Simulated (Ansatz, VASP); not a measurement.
## One calculation of Hf2C, two programs

```
Hf C
1.0
     3.20914    0.00000    0.00000
    -1.60457    2.77920    0.00000
     0.00000    0.00000    5.65365
Hf C
2 1
Direct
  0.00000 0.00000 0.75482
  0.00000 0.00000 0.24518
  0.33333 0.66667 0.00000
```

Change from the starting cell: ordered vacancies on the anion sites of nickel arsenide (P-6m2, No. 187).

Alike in both runs: functional PBE; k mesh 6 × 6 × 4; occupations gaussian, width 0.1 eV; no spin polarisation.

Ansatz relaxed the structure, and its values are those at the end. VASP's run is a single point on that final structure, the one shown.

|  | VASP | Ansatz |
| --- | --- | --- |
| version | VASP 6.6.1 | Ansatz 0.2.0 |
| potentials or method | VASP PAW PBE potentials, release 64 (Hf_pv, C), cutoff 520 eV | scalar-relativistic, plane waves, PAW |
| valence electrons in the cell | 24 | 56 |

```tsv
	VASP	Ansatz	Ansatz less VASP
gap on the k mesh at the Fermi level (eV)	none	none	-
pressure (GPa)	-0.7	0.0	+0.67
rms of the force components (eV/Å)	0.050	0.008	-0.0413
```

A gap of «none» marks a metal or a gap that the smearing closes. VASP's potentials hold 24 valence electrons a cell and Ansatz's 56, so a difference there can come from the potentials and not from the codes.

The k mesh is coarse, so the values compare programs but aren't converged. Spin-orbit coupling is off throughout.
